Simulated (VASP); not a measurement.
# Ta4F in VASP: a series of runs

Ta4F is run at these levels: LDA; tasks: single point, relaxation of the atoms.

All numbers are computed with VASP 6.6.1; they aren't measurements. Logs are shortened: lines on timing, memory, paths and dates and some standing lists are left out, and cuts for length are marked.

**1. The cell of the first run**

The cell holds a slab with vacuum, 5 atoms: a = 3.253 Å, b = 3.253 Å, c = 20.214 Å, α = 90.00°, β = 90.00°, γ = 90.00°.

**2. Single point, LDA**

INCAR reads:

```
PREC = Accurate
ENCUT = 520
EDIFF = 1E-6
ISMEAR = 0
SIGMA = 0.1
LREAL = F
LASPH = T
NELM = 80
ALGO = Normal
ISIF = 2
LWAVE = F
LCHARG = F
LDIPOL = T
IDIPOL = 3
DIPOL = 0.5 0.5 0.354
NBANDS = 34
```

KPOINTS reads:

```
regular mesh
0
Gamma
  8 8 1
```

POSCAR reads:

```
Ta4F
1.0
    3.2528679937      0.0000000000      0.0000000000
    0.0000000000      3.2528679937      0.0000000000
    0.0000000000      0.0000000000     20.2137485622
Ta F
4 1
Direct
    0.5000000000      0.5000000000      0.1978851170
    0.0000000000      0.0000000000      0.2783468875
    0.5000000000      0.5000000000      0.3580282239
    0.0000000000      0.0000000000      0.4310802885
    0.0000000000      0.3750000000      0.5067280482
```

Potentials or basis: VASP PAW LDA potentials, release 64 (Ta_pv, F).

Launch:

```console
$ cat potpaw_LDA.64/Ta_pv/POTCAR potpaw_LDA.64/F/POTCAR > POTCAR
$ mpirun -np 1 vasp_std > vasp.out
```

OUTCAR:

```text
PREC = Accurate
   ENCUT = 520
   EDIFF = 1E-6
   ISMEAR = 0
   LREAL = F
   LASPH = T
   NELM = 80
   ISIF = 2

 ion  position               nearest neighbor table
   1  0.500  0.500  0.198-   2 2.82   2 2.82   2 2.82   2 2.82   3 3.24
   2  0.000  0.000  0.278-   3 2.81   3 2.81   3 2.81   3 2.81   1 2.82   1 2.82   1 2.82   1 2.82
                             4 3.09
   3  0.500  0.500  0.358-   4 2.73   4 2.73   4 2.73   4 2.73   2 2.81   2 2.81   2 2.81   2 2.81
                             1 3.24
   4  0.000  0.000  0.431-   5 1.96   5 2.54   3 2.73   3 2.73   3 2.73   3 2.73   2 3.09
   5  0.000  0.375  0.507-   4 1.96   4 2.54

  LATTYP: Found a simple tetragonal cell.
 ALAT       =     3.2528679937
 C/A-ratio  =     6.2141312225

  Lattice vectors:

 A1 = (   3.2528679937,   0.0000000000,   0.0000000000)
 A2 = (   0.0000000000,   3.2528679937,   0.0000000000)
 A3 = (   0.0000000000,   0.0000000000,  20.2137485622)

Analysis of symmetry for initial positions (statically):
=====================================================================
 Subroutine PRICEL returns:
 Original cell was already a primitive cell.

 Routine SETGRP: Setting up the symmetry group for a
 simple tetragonal supercell.

 Subroutine GETGRP returns: Found  2 space group operations
 (whereof  2 operations were pure point group operations)
 out of a pool of 16 trial point group operations.

The static configuration has the point symmetry C_1h.

Analysis of symmetry for dynamics (positions and initial velocities):
=====================================================================
 Subroutine PRICEL returns:
 Original cell was already a primitive cell.

 Routine SETGRP: Setting up the symmetry group for a
 simple tetragonal supercell.

 Subroutine GETGRP returns: Found  2 space group operations
 (whereof  2 operations were pure point group operations)
 out of a pool of 16 trial point group operations.

The dynamic configuration has the point symmetry C_1h.

 Subroutine INISYM returns: Found  2 space group operations
 (whereof  2 operations are pure point group operations),
 and found     1 'primitive' translations

----------------------------------------------------------------------------------------

                                     Primitive cell

  volume of cell :     213.8847

  direct lattice vectors                    reciprocal lattice vectors
     3.252867994  0.000000000  0.000000000     0.307421021  0.000000000  0.000000000
     0.000000000  3.252867994  0.000000000     0.000000000  0.307421021  0.000000000
     0.000000000  0.000000000 20.213748562     0.000000000  0.000000000  0.049471279

  length of vectors
     3.252867994  3.252867994 20.213748562     0.307421021  0.307421021  0.049471279

  position of ions in fractional coordinates (direct lattice)
     0.500000000  0.500000000  0.197885117
     0.000000000  0.000000000  0.278346887
     0.500000000  0.500000000  0.358028224
     0.000000000  0.000000000  0.431080288
     0.000000000  0.375000000  0.506728048

  ion indices of the primitive-cell ions
   primitive index   ion index
                 1           1
                 2           2
                 3           3
                 4           4
                 5           5

----------------------------------------------------------------------------------------

 KPOINTS: regular mesh

Automatic generation of k-mesh.
 Grid dimensions read from file:
 generate k-points for:    8    8    1

 Generating k-lattice:

  Cartesian coordinates                     Fractional coordinates (reciprocal lattice)
     0.038427628  0.000000000  0.000000000     0.125000000  0.000000000  0.000000000
     0.000000000  0.038427628  0.000000000     0.000000000  0.125000000  0.000000000
     0.000000000  0.000000000  0.049471279     0.000000000  0.000000000  1.000000000

  Length of vectors
     0.038427628  0.038427628  0.049471279

  Shift w.r.t. Gamma in fractional coordinates (k-lattice)
     0.000000000  0.000000000  0.000000000

 Subroutine IBZKPT returns following result:
 ===========================================

 Found     25 irreducible k-points:

 Following reciprocal coordinates:
            Coordinates               Weight
  0.000000  0.000000  0.000000      1.000000
  0.125000  0.000000  0.000000      2.000000
  0.000000  0.125000  0.000000      2.000000
  0.250000  0.000000  0.000000      2.000000
  0.000000  0.250000  0.000000      2.000000
  0.375000  0.000000  0.000000      2.000000
[... 16 lines left out ...]
  0.500000  0.375000  0.000000      2.000000
 -0.375000  0.500000  0.000000      2.000000
   k-points           NKPTS =     25   k-points in BZ     NKDIM =     25   number of bands    NBANDS=     34
   number of dos      NEDOS =    301   number of ions     NIONS =      5
   total plane-waves  NPLWV =  86400
   dimension x,y,z NGX =    24 NGY =   24 NGZ =  150
   dimension x,y,z NGXF=    48 NGYF=   48 NGZF=  300
   ions per type =               4   1
   NGX,Y,Z   is equivalent  to a cutoff of  12.27, 12.27, 12.34 a.u.
   NGXF,Y,Z  is equivalent  to a cutoff of  24.53, 24.53, 24.67 a.u.
 SYSTEM =  unknown system
   PREC   = accura    normal or accurate (medium, high low for compatibility)
   ISTART =      0    job   : 0-new  1-cont  2-samecut
   ICHARG =      2    charge: 1-file 2-atom 10-const
   ISPIN  =      1    spin polarized calculation?
   LNONCOLLINEAR =      F non collinear calculations
   LSORBIT =      F    spin-orbit coupling
   LASPH  =      T    aspherical Exc in radial PAW
   ENCUT  =  520.0 eV  38.22 Ry    6.18 a.u.   6.05  6.05 37.58*2*pi/ulx,y,z
   NELM   =     80;   NELMIN=  2; NELMDL= -5     # of ELM steps
   EDIFF  = 0.1E-05   stopping-criterion for ELM
   LREAL  =      F    real-space projection
   EDIFFG = 0.1E-04   stopping-criterion for IOM
   NSW    =      0    number of steps for IOM
   IBRION =     -1    ionic relax: 0-MD 1-quasi-New 2-CG
   NFREE  =      0    steps in history (QN), initial steepest desc. (CG)
   ISIF   =      2    stress and relaxation
   ISYM   =      2    0-nonsym 1-usesym 2-fastsym
   POTIM  = 0.5000    time-step for ionic-motion
   TEBEG  =    0.0;   TEEND  =   0.0 temperature during run
   PSTRESS=    0.0 pullay stress
   NELECT =      51.0000    total number of electrons
   NUPDOWN=      -1.0000    fix difference up-down
   EMIN   =  10.00;   EMAX   =-10.00  energy-range for DOS
   EFERMI =   0.00;   METHOD = LEGACY
   ISMEAR =     0;   SIGMA  =   0.10  broadening in eV -4-tet -1-fermi 0-gaus
   EFERMI_NEDOS =   21; number of points for ismear=-14 and -15
   IALGO  =     38    algorithm
   IMIX   =      4    mixing-type and parameters
     AMIX     =   0.40;   BMIX     =  1.00
     AMIX_MAG =   1.60;   BMIX_MAG =  1.00
  volume/ion in A,a.u.               =      42.78       288.67
  Fermi-wavevector in a.u.,A,eV,Ry     =   1.015169  1.918391 14.021728  1.030568
  Thomas-Fermi vector in A             =   2.148439
   LORBIT       =      0    0 simple, 1 ext, 2 COOP (PROOUT), +10 PAW based schemes
   GGA     = CA    functional components
   LHFCALC =     F    Hartree Fock is set to
   AEXX    =    0.0000 exact exchange contribution
   IVDW    =     0    specifies the selected vdW correction
   LEPSILON=     F    determine dielectric tensor
   LRPA    =     F    only Hartree local field effects (RPA)
 non-spin polarized calculation
 Gauss-broadening in eV      SIGMA  =   0.10
  energy-cutoff  :      520.00
  volume of cell :      213.88
 maximum number of plane-waves:      5812
   NGX = 13   NGY = 13   NGZ = 75

 dipolmoment           0.000000      0.000000     -0.571394 electrons x Angstroem

 number of electron      50.9999996 magnetization

 dipolmoment           0.000000      0.000000      0.102351 electrons x Angstroem

 Free energy of the ion-electron system (eV)
  ---------------------------------------------------
  ext. energy  EPLUGINS =         0.00000000
  ---------------------------------------------------
  free energy    TOTEN  =       -53.93271192 eV

  energy without entropy =      -53.91198289  energy(sigma->0) =      -53.92234740

 E-fermi :  -1.0731     XC(G=0):  -5.6783

 val. band max:       -1.1326994052   @ k =   0.0000   0.1250   0.0000
 cond. band min:      -1.0391025427   @ k =   0.3750   0.1250   0.0000
 fundamental gap:      0.0935968626
 Fermi energy:        -1.0731456889

 k-point     1 :       0.0000    0.0000    0.0000
  band No.  band energies     occupation
      1     -35.8572      2.00000
      2     -35.7541      2.00000
      3     -35.5900      2.00000
      4     -35.5796      2.00000
      5     -35.5245      2.00000
      6     -35.5138      2.00000
[... 26 lines left out ...]
     33       1.6252      0.00000
     34       2.4396      0.00000

 k-point     2 :       0.1250    0.0000    0.0000
  band No.  band energies     occupation
      1     -35.8671      2.00000
      2     -35.7575      2.00000
      3     -35.6200      2.00000
      4     -35.5780      2.00000
      5     -35.5653      2.00000
      6     -35.5133      2.00000
[... 26 lines left out ...]
     33       1.8474      0.00000
     34       2.1572      0.00000

 k-point     3 :       0.0000    0.1250    0.0000
  band No.  band energies     occupation
      1     -35.8730      2.00000
      2     -35.7582      2.00000
      3     -35.6311      2.00000
      4     -35.5724      2.00000
      5     -35.5671      2.00000
      6     -35.5000      2.00000
[... 26 lines left out ...]
     33       1.8305      0.00000
     34       2.2068      0.00000
[... 704 lines left out ...]
 k-point    23 :       0.5000    0.3750    0.0000
  band No.  band energies     occupation
      1     -35.9175      2.00000
      2     -35.8475      2.00000
      3     -35.8321      2.00000
      4     -35.7869      2.00000
      5     -35.6752      2.00000
      6     -35.6615      2.00000
[... 26 lines left out ...]
     33       3.0087      0.00000
     34       3.4113      0.00000

 k-point    24 :      -0.3750    0.5000    0.0000
  band No.  band energies     occupation
      1     -35.9467      2.00000
      2     -35.8589      2.00000
      3     -35.8131      2.00000
      4     -35.7782      2.00000
      5     -35.6739      2.00000
      6     -35.6501      2.00000
[... 26 lines left out ...]
     33       3.3328      0.00000
     34       3.4009      0.00000

 [... further k-points ...]

------------------------ aborting loop because EDIFF is reached ----------------------------------------

 vacuum level on the upper side and lower side of the slab       (xc-potential included)         0.727        -1.025

  FORCE on cell =-STRESS in cart. coord.  units (eV):
  Direction    XX          YY          ZZ          XY          YZ          ZX
  --------------------------------------------------------------------------------------
  -------------------------------------------------------------------------------------
  Total       -2.6120244     -5.2859056      1.6900331      0.0000000      0.8045843      0.0000000
  in kB      -19.5662714    -39.5959025     12.6597769      0.0000000      6.0270166      0.0000000
  external PRESSURE =     -15.5007990 kB  Pullay stress =       0.0000000 kB

 VOLUME and BASIS-vectors are now :
 -----------------------------------------------------------------------------
  energy-cutoff  :      520.00
  volume of cell :      213.88
      direct lattice vectors                 reciprocal lattice vectors
     3.252867994  0.000000000  0.000000000     0.307421021  0.000000000  0.000000000
     0.000000000  3.252867994  0.000000000     0.000000000  0.307421021  0.000000000
     0.000000000  0.000000000 20.213748562     0.000000000  0.000000000  0.049471279

 POSITION                                       TOTAL-FORCE (eV/Angst)
 -----------------------------------------------------------------------------------
      1.62643      1.62643      4.00000         0.000000      0.004842      0.785260
      0.00000      0.00000      5.62643         0.000000      0.042726     -0.967221
      1.62643      1.62643      7.23709         0.000000     -0.393453     -1.531251
      0.00000      0.00000      8.71375         0.000000      0.098181      1.577443
      0.00000      1.21983     10.24287         0.000000      0.247704      0.135770
 -----------------------------------------------------------------------------------
    total drift:                                0.000000      0.000016     -0.000041

  FREE ENERGIE OF THE ION-ELECTRON SYSTEM (eV)
  ---------------------------------------------------
  free  energy   TOTEN  =       -53.9327119154 eV

  energy  without entropy=      -53.9119828857  energy(sigma->0) =      -53.92234740

 vacuum level on the upper side and lower side of the slab         4.835         3.030
```

It took 6.5 min on 1 thread of Intel Xeon 8259CL, shared host; peak memory 0.32 GiB.

Results:

| Quantity | Value |
| --- | --- |
| Free energy | -53.9327 eV |
| Largest force | 1.581 eV/Å |
| Band gap on the k mesh | zero (an odd number of electrons rules out a gap without spin polarisation) |

Forces on the atoms (eV/Å):
```
Ta   0.000  0.005  0.785
Ta   0.000  0.043 -0.967
Ta   0.000 -0.393 -1.531
Ta   0.000  0.098  1.577
F    0.000  0.248  0.136
```

Caveat: spin-orbit coupling is left out, which moves the levels of the heavy elements; an odd number of electrons without spin polarisation forces a metal; a magnetic or distorted state may lie lower.

**3. Single point, LDA**

INCAR reads:

```
SYSTEM = Ta4F
ALGO = Normal
DIPOL = 0.5 0.5 0.353
EDIFF = 1E-7
ENCUT = 520
GGA = CA
IDIPOL = 3
ISIF = 2
ISMEAR = 0
LASPH = .TRUE.
LCHARG = .FALSE.
LDIPOL = .TRUE.
LREAL = .FALSE.
LWAVE = .FALSE.
NBANDS = 34
NELM = 80
PREC = Accurate
SIGMA = 0.1
```

KPOINTS reads:

```
k-points
0
G
  8 8 1
  0 0 0
```

POSCAR, as its differences from that of step 2:

```diff
@@ -12,2 +12,2 @@
     0.0000000000      0.0000000000      0.4310802885
-    0.0000000000      0.3750000000      0.5067280482
+    0.1250000000      0.5000000000      0.4993954248
```

Potentials or basis: VASP PAW LDA potentials, release 64 (Ta_pv, F).

Launch:

```console
$ cat potpaw_LDA.64/Ta_pv/POTCAR potpaw_LDA.64/F/POTCAR > POTCAR
$ mpirun -np 1 vasp_std > vasp.out
```

Wall time 6.7 min (1 thread of Intel Xeon 8259CL, shared host); peak memory 0.32 GiB.

The run converged. Its results:

```
Free energy            : -53.8989 eV
Largest force          : 1.689 eV/Å
Band gap on the k mesh : zero (an odd number of electrons rules out a gap without spin polarisation)
```

Forces in eV/Å, atoms in the order of the input:
```
Ta   0.031  0.000  0.821
Ta   0.007  0.000 -0.864
Ta  -0.135  0.000 -1.595
Ta   0.584  0.000  1.585
F   -0.488  0.000  0.053
```

Levels at points of the mesh, in eV from the Fermi level:
```csv
k point,band 22,band 23,band 24,band 25,band 26,band 27,band 28,band 29
"(0.00, 0.00, 0.00)",-1.97,-0.15,0.19,0.34,0.34,0.44,0.62,0.90
"(0.50, 0.00, 0.00)",-1.43,-1.37,-1.13,-0.02,0.00,0.34,1.06,1.20
"(0.00, 0.50, 0.00)",-1.53,-1.42,-1.12,0.05,0.15,0.16,1.04,1.34
"(0.50, 0.50, 0.00)",-1.65,-1.56,-1.27,-0.54,-0.24,1.87,2.29,2.55
```

Caveat: spin-orbit coupling is left out, which moves the levels of the heavy elements; an odd number of electrons without spin polarisation forces a metal; a magnetic or distorted state may lie lower.

**4. Single point, LDA**

INCAR reads:

```
SYSTEM = Ta4F
PREC = Accurate
ENCUT = 520
EDIFF = 1E-6
ISMEAR = 0
SIGMA = 0.1
LREAL = .FALSE.
LASPH = .TRUE.
NELM = 100
ALGO = Normal
ISIF = 2
LWAVE = .FALSE.
LCHARG = .TRUE.
LDIPOL = .TRUE.
IDIPOL = 3
DIPOL = 0.5 0.5 0.351
LELF = .TRUE.
LVHAR = .TRUE.
LVACPOTAV = .TRUE.
NBANDS = 34
```

KPOINTS reads:

```
Automatic mesh
0
G
  8 8 1
  0 0 0
```

POSCAR, as its differences from that of step 3:

```diff
@@ -12,2 +12,2 @@
     0.0000000000      0.0000000000      0.4310802885
-    0.1250000000      0.5000000000      0.4993954248
+    0.3750000000      0.5000000000      0.4894971032
```

Launch:

```console
$ cat potpaw_LDA.64/Ta_pv/POTCAR potpaw_LDA.64/F/POTCAR > POTCAR
$ mpirun -np 1 vasp_std > vasp.out
```

Run time: 6.5 min. Hardware: 1 thread of Intel Xeon 8259CL, shared host; peak memory 0.32 GiB.

It converged, with:

```yaml
Free_energy: -53.1989 eV
Largest_force: 1.410 eV/Å
Band_gap_on_the_k_mesh: zero (an odd number of electrons rules out a gap without spin polarisation)
```

Forces in eV/Å, atoms in the order of the input:
```
Ta   0.104  0.000  0.903
Ta   0.010  0.000 -0.644
Ta  -0.314  0.000 -1.027
Ta   1.203  0.000  0.736
F   -1.003  0.000  0.031
```

Levels at points of the mesh, in eV from the Fermi level:
```
           k point  band 23  band 24  band 25  band 26  band 27  band 28  band 29  band 30
(0.00, 0.00, 0.00)    -0.23    -0.13     0.26     0.27     0.31     0.46     0.53     1.29
(0.50, 0.00, 0.00)    -1.54    -1.14    -0.10     0.04     0.29     1.03     1.13     1.69
(0.00, 0.50, 0.00)    -1.59    -1.16    -0.10    -0.01     0.08     1.01     1.46     1.75
(0.50, 0.50, 0.00)    -1.74    -0.63    -0.44    -0.38     2.17     2.25     2.42     2.54
```

Caveat: spin-orbit coupling is left out, which moves the levels of the heavy elements; an odd number of electrons without spin polarisation forces a metal; a magnetic or distorted state may lie lower.

(Continued in part 2 of 2.)
